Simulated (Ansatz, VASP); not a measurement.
# PPbBr: VASP beside Ansatz

```
Pb Br P
1.0
     4.30466    0.00000    0.00000
     0.00000    4.30466    0.00000
     0.00000    0.00000    7.81635
Pb Br P
2 2 2
Direct
  0.00000 0.50000 0.19500
  0.50000 0.00000 0.80500
  0.00000 0.50000 0.65000
  0.50000 0.00000 0.35000
  0.50000 0.50000 0.00000
  0.00000 0.00000 0.00000
```

Alike in both runs: task single point; functional PBE; k mesh 6 × 6 × 4; no spin polarisation.

|  | VASP | Ansatz |
| --- | --- | --- |
| version | VASP 6.6.1 | Ansatz 0.2.0 |
| potentials or method | VASP PAW PBE potentials, release 64 (Pb_d, Br, P), cutoff 520 eV | PAW plane waves |
| occupations | fermi-dirac, width 0.1 eV | fermi-dirac |
| valence electrons in the cell | 52 | 52 |

|  | VASP | Ansatz | Ansatz less VASP |
| --- | --- | --- | --- |
| gap on the k mesh at the Fermi level (eV) | none | none | - |
| pressure (GPa) | 11.0 | 11.1 | +0.07 |
| traceless stress, the component that is largest in VASP (GPa) | 2.44 | 2.44 | -0.007 |
| rms of the force components (eV/Å) | 1.053 | 1.055 | +0.0017 |

Atom by atom the forces differ by 0.002 eV/Å (rms over components). A gap of «none» marks a metal or a gap that the smearing closes.

Neither program's run includes spin-orbit coupling.
